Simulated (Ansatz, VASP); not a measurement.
One calculation of Zr, two programs

INCAR

```
ALGO = Normal
EDIFF = 1E-8
ENCUT = 520
GGA = PE
ISIF = 2
ISMEAR = -1
LASPH = True
LCHARG = False
LEFG = True
LREAL = False
LWAVE = False
NBANDS = 12
NELM = 80
PREC = Accurate
SIGMA = 0.05
```

The input KPOINTS:

```
k-points
0
Gamma
  16 16 16
```

POSCAR

```
Zr
1.0
   -1.8167438380      1.8167438380      1.8167438380
    1.8167438380     -1.8167438380      1.8167438380
    1.8167438380      1.8167438380     -1.8167438380
Zr
1
Direct
    0.0000000000      0.0000000000      0.0000000000
```

Input for Ansatz:

```yaml
crystal:
  lattice:
    - [-1.816743838, 1.816743838, 1.816743838]
    - [1.816743838, -1.816743838, 1.816743838]
    - [1.816743838, 1.816743838, -1.816743838]
  atoms:
    - { symbol: Zr, position: [0.0, 0.0, 0.0] }
kpoints:
  mp_grid: { grid: [16, 16, 16] }
scf:
  occupations: { method: fermi_dirac, width: 0.05 }
hamiltonian:
  xc: pbe
  pseudopotentials: { kind: paw }
output:
  forces: true
  stress: true
  eigenvalues: true
  efg: { contact_densities: true }
  write_density: true
  write_potential: true
  elf: true
  volumetric_format: npy
```

Change from the starting cell: volume scaled by 1.05, PAW files.

Alike in both runs: task electric field gradients; functional PBE; k mesh 16 × 16 × 16; occupations fermi-dirac, width 0.05 eV; no spin polarisation.

```csv
,VASP,Ansatz
version,VASP 6.6.1,Ansatz 0.2.0
potentials or method,"VASP PAW PBE potentials, release 64 (Zr_sv)","PAW with Ansatz's default frozen-core files, scalar-relativistic"
plane-wave cutoff (eV),520,420
valence electrons in the cell,12,12
```

```csv
,VASP,Ansatz,Ansatz less VASP
pressure (GPa),-4.0,-4.0,-0.02
```
